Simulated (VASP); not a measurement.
# Si (Fd-3m) in VASP: a series of runs, part 2 of 2

VASP 6.6.1. The steps go on from the part before.

### 5 Relaxation of cell and atoms, r2SCAN

This run uses another cell than the first one, of 20.03 Å³/atom, 1.128 times its volume.

The input, POSCAR:

```
Si
1.0
    0.0000000000      2.7157741474      2.7157741474
    2.7157741474      0.0000000000      2.7157741474
    2.7157741474      2.7157741474      0.0000000000
Si
2
Direct
   -0.1250000000     -0.1250000000     -0.1250000000
    0.1250000000      0.1250000000      0.1250000000
```

The input, INCAR.step1:

```
SYSTEM = Si
PREC     = Accurate       ! precision mode
ENCUT    = 600            ! plane-wave cutoff, eV
ISMEAR   = -1             ! smearing method
SIGMA    = 0.08           ! smearing width, eV
LREAL    = .False.        ! projectors in reciprocal space
LASPH    = .True.         ! aspherical terms in the spheres
NELM     = 80             ! most SCF steps
GGA      = PE             ! functional
ALGO     = Normal         ! electronic algorithm
EDIFF    = 1E-4           ! SCF threshold, eV
LWAVE    = .True.         ! write WAVECAR
LCHARG   = .False.        ! write CHGCAR
```

The input, INCAR.step2:

```
SYSTEM = Si
PREC     = Accurate       ! precision mode
ENCUT    = 600            ! plane-wave cutoff, eV
EDIFF    = 1E-7           ! SCF threshold, eV
ISMEAR   = -1             ! smearing method
SIGMA    = 0.08           ! smearing width, eV
LREAL    = .False.        ! projectors in reciprocal space
LASPH    = .True.         ! aspherical terms in the spheres
NELM     = 80             ! most SCF steps
ALGO     = Normal         ! electronic algorithm
ISIF     = 3              ! what is computed and relaxed
LWAVE    = .False.        ! write WAVECAR
LCHARG   = .False.        ! write CHGCAR
METAGGA  = R2SCAN         ! meta-GGA
LMIXTAU  = .True.       
IBRION   = 2              ! ionic algorithm
NSW      = 60             ! ionic steps
EDIFFG   = -0.005         ! ionic threshold
ISTART   = 1
```

The input, KPOINTS:

```
regular mesh
0
Gamma
  13 13 13
  0 0 0
```

Potentials or basis: VASP PAW PBE potentials, release 64 (Si).

The run is started by

```sh
$ cat potpaw_PBE.64/Si/POTCAR > POTCAR
$ cp INCAR.step1 INCAR
$ mpirun -np 1 vasp_std > vasp.out
$ cp INCAR.step2 INCAR
$ mpirun -np 1 vasp_std > vasp.out
```

OUTCAR:

```text
SYSTEM = Si
   PREC = Accurate
   ENCUT = 600
   EDIFF = 1E-7
   ISMEAR = -1
   LREAL = .False.
   LASPH = .True.
   NELM = 80
   ISIF = 3
   METAGGA = R2SCAN
   IBRION = 2
   NSW = 60
   EDIFFG = -0.005
   ISTART = 1

 ion  position               nearest neighbor table
   1  0.875  0.875  0.875-   2 2.35   2 2.35   2 2.35   2 2.35
   2  0.125  0.125  0.125-   1 2.35   1 2.35   1 2.35   1 2.35

  LATTYP: Found a face centered cubic cell.
 ALAT       =     5.4315482948

  Lattice vectors:

 A1 = (   0.0000000000,   2.7157741474,   2.7157741474)
 A2 = (   2.7157741474,   0.0000000000,   2.7157741474)
 A3 = (   2.7157741474,   2.7157741474,   0.0000000000)

Analysis of symmetry for initial positions (statically):
=====================================================================
 Subroutine PRICEL returns:
 Original cell was already a primitive cell.

 Routine SETGRP: Setting up the symmetry group for a
 face centered cubic supercell.

 Subroutine GETGRP returns: Found 48 space group operations
 (whereof 12 operations were pure point group operations)
 out of a pool of 48 trial point group operations.

The static configuration has the point symmetry D_3d.
 The point group associated with its full space group is O_h .

Analysis of symmetry for dynamics (positions and initial velocities):
=====================================================================
 Subroutine PRICEL returns:
 Original cell was already a primitive cell.

 Routine SETGRP: Setting up the symmetry group for a
 face centered cubic supercell.

 Subroutine GETGRP returns: Found 48 space group operations
 (whereof 12 operations were pure point group operations)
 out of a pool of 48 trial point group operations.

The dynamic configuration has the point symmetry D_3d.
 The point group associated with its full space group is O_h .

 Subroutine INISYM returns: Found 48 space group operations
 (whereof 12 operations are pure point group operations),
[... 129 lines left out ...]
  energy-cutoff  :      600.00
  volume of cell :       40.06
 maximum number of plane-waves:      1363
   NGX = 15   NGY = 15   NGZ = 15

--------------------------------------- Ionic step        1  -------------------------------------------

 number of electron       8.0000000 magnetization

 Free energy of the ion-electron system (eV)
  ---------------------------------------------------
  ext. energy  EPLUGINS =         0.00000000
  ---------------------------------------------------
  free energy    TOTEN  =       -17.54987841 eV

  energy without entropy =      -17.54979106  energy(sigma->0) =      -17.54983473

------------------------ aborting loop because EDIFF is reached ----------------------------------------

  FORCE on cell =-STRESS in cart. coord.  units (eV):
  Direction    XX          YY          ZZ          XY          YZ          ZX
  --------------------------------------------------------------------------------------
  -------------------------------------------------------------------------------------
  Total        0.1120171      0.1120171      0.1120171     -0.0000000     -0.0000000      0.0000000
  in kB        4.4800625      4.4800625      4.4800625     -0.0000000     -0.0000000      0.0000000
  external PRESSURE =       4.4800625 kB  Pullay stress =       0.0000000 kB
[... 59 lines left out ...]
--------------------------------------- Ionic step        3  -------------------------------------------

 number of electron       8.0000000 magnetization

 Free energy of the ion-electron system (eV)
  ---------------------------------------------------
  ext. energy  EPLUGINS =         0.00000000
  ---------------------------------------------------
  free energy    TOTEN  =       -17.55012830 eV

  energy without entropy =      -17.55004422  energy(sigma->0) =      -17.55008626

 E-fermi :   6.0719     XC(G=0):  -9.8356

 val. band max:        5.6871053952   @ k =   0.0000   0.0000   0.0000
 cond. band min:       6.4935644304   @ k =   0.3846   0.3846   0.0000
 fundamental gap:      0.8064590352
 Fermi energy:         6.0718679219

 k-point     1 :       0.0000    0.0000    0.0000
  band No.  band energies     occupation
      1      -6.8039      2.00000
      2       5.6871      1.98383
      3       5.6871      1.98383
      4       5.6871      1.98383
      5       8.4433      0.00000
      6       8.4433      0.00000
      7       8.4433      0.00000
      8       9.6149      0.00000
[... 243 lines left out ...]
 k-point    24 :       0.4615    0.1538    0.0000
  band No.  band energies     occupation
      1      -4.4714      2.00000
      2      -0.8479      2.00000
      3       3.1096      2.00000
      4       3.8448      2.00000
      5       8.0402      0.00000
      6       9.9908      0.00000
      7      10.5723      0.00000
      8      12.1805      0.00000

 [... further k-points ...]

------------------------ aborting loop because EDIFF is reached ----------------------------------------

  FORCE on cell =-STRESS in cart. coord.  units (eV):
  Direction    XX          YY          ZZ          XY          YZ          ZX
  --------------------------------------------------------------------------------------
  -------------------------------------------------------------------------------------
  Total        0.0014367      0.0014367      0.0014367      0.0000000      0.0000000      0.0000000
  in kB        0.0572027      0.0572027      0.0572027      0.0000000      0.0000000      0.0000000
  external PRESSURE =       0.0572027 kB  Pullay stress =       0.0000000 kB
[... 17 lines left out ...]
  FREE ENERGIE OF THE ION-ELECTRON SYSTEM (eV)
  ---------------------------------------------------
  free  energy   TOTEN  =       -17.5501282982 eV

  energy  without entropy=      -17.5500442168  energy(sigma->0) =      -17.55008626

 reached required accuracy - stopping structural energy minimisation
```

Wall time 4.9 min (1 thread of Intel Xeon 8259CL, shared host); peak memory 0.19 GiB.

Results:

| Property | Result |
| --- | --- |
| Free energy | -17.5501 eV |
| Relaxed volume | 20.12 Å³/atom |
| Relaxed cell | a = 3.846 Å, b = 3.846 Å, c = 3.846 Å, α = 60.00°, β = 60.00°, γ = 60.00° |
| Space group after relaxing (to 0.05 Å) | Fd-3m (No. 227) |
| Energy gained by relaxing | 0.1 meV/atom |
| Ionic steps | 3 |
| Pressure after relaxing | 0.0 GPa |
| Band gap on the k mesh | 0.81 eV, indirect (least direct gap 2.76 eV) |

Step by step:
```csv
step,energy change (eV),largest force (eV/Å),pressure (GPa),volume (Å³)
1,0.0000,0.0000,0.45,40.06
2,-0.0001,0.0000,-0.34,40.39
3,-0.0002,0.0000,0.01,40.24
```

Final structure:
```yaml
crystal:
  lattice:
    - [0.00000, 2.71985, 2.71985]
    - [2.71985, 0.00000, 2.71985]
    - [2.71985, 2.71985, 0.00000]
  atoms:
    - { symbol: Si, position: [0.87500, 0.87500, 0.87500] }
    - { symbol: Si, position: [0.12500, 0.12500, 0.12500] }
```

Caveat: the PAW data sets were made with another functional, which shifts forces and pressure a little. A k mesh can miss the band edges.

### 6 Summary

```tsv
task	cell	cutoff (eV)	gap on the mesh (eV)	pressure (GPa)
single point	a = 3.689 Å, angles 60.0°, 2 atoms	520	0.56	15.8
single point	a = 3.771 Å, angles 60.0°, 2 atoms	520	0.71	6.6
single point	a = 3.850 Å, angles 60.0°, 2 atoms	520	0.81	-0.2
relaxation of cell and atoms	relaxed from a = 3.841 Å, angles 60.0°, 2 atoms	600	0.81	0.0
```

Alike in all rows: level r2SCAN; potentials or basis VASP PAW PBE potentials, release 64 (Si); no spin polarisation; k mesh 13 × 13 × 13; smearing fermi-dirac 0.08 eV.

Caveats: the PAW data sets were made with another functional, which shifts forces and pressure a little.

Total energies depend on the potentials used, so only differences within one code and one set of settings carry meaning.
